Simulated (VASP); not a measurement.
Write the native input for VASP 6.6.1 that does the following.

```
Task                   : relaxation of cell and atoms
Functional             : PBE
Potentials or basis    : VASP PAW PBE potentials, release 64 (Ni)
Cutoff                 : 600 eV
k mesh                 : 11 × 11 × 11
Occupations            : fermi-dirac, width 0.1 eV
Spin                   : collinear spin, ferromagnetic start
Starting moments       : [1.5] μB
Dipole correction      : no
Further INCAR settings : ALGO = Normal; EDIFF = 1e-06; IBRION = 2; EDIFFG = -0.01; NSW = 80; ISIF = 3
```

The structure of Ni lies in POSCAR:

```
Ni
1.0
    0.0000000000      1.7619400000      1.7619400000
    1.7619400000      0.0000000000      1.7619400000
    1.7619400000      1.7619400000      0.0000000000
Ni
1
Direct
    0.0000000000      0.0000000000      0.0000000000
```

One way to write it, as run:

INCAR

```
SYSTEM = Ni
  PREC = Accurate
  ENCUT = 600
  EDIFF = 1E-6
  ISMEAR = -1
  SIGMA = 0.1
  LREAL = .FALSE.
  LASPH = .TRUE.
  NELM = 150
  ALGO = Normal
  ISIF = 3
  LWAVE = .FALSE.
  LCHARG = .FALSE.
  ISPIN = 2
  MAGMOM = 1.5
  LORBIT = 11
  LMAXMIX = 4
  GGA = PE
  IBRION = 2
  NSW = 80
  EDIFFG = -0.01
```

KPOINTS

```
regular mesh
0
G
  11 11 11
  0 0 0
```

Potentials or basis: VASP PAW PBE potentials, release 64 (Ni).

Command:

```console
$ cat potpaw_PBE.64/Ni/POTCAR > POTCAR
$ mpirun -np 1 vasp_std > vasp.out
```

Results of the run:

```
Relaxed volume                                        : 10.88 Å³/atom
Relaxed cell                                          : a = 2.487 Å, b = 2.487 Å, c = 2.487 Å, α = 60.00°, β = 60.00°, γ = 60.00°
Space group after relaxing (to 0.05 Å)                : Fm-3m (No. 225)
Energy gained by relaxing                             : 0.2 meV/atom
Ionic steps                                           : 3
Pressure after relaxing                               : 0.1 GPa
Net moment                                            : 0.58 μB per cell
Site moments                                          : Ni +0.59 μB
Valence electrons inside the program's atomic spheres : Ni 9.31
```

Wall time 24 s on 1 thread of Intel(R) Xeon(R) Platinum 8259CL CPU @ 2.50GHz (Skylake/Cascade Lake), with other jobs on the host, peak memory 0.14 GiB.
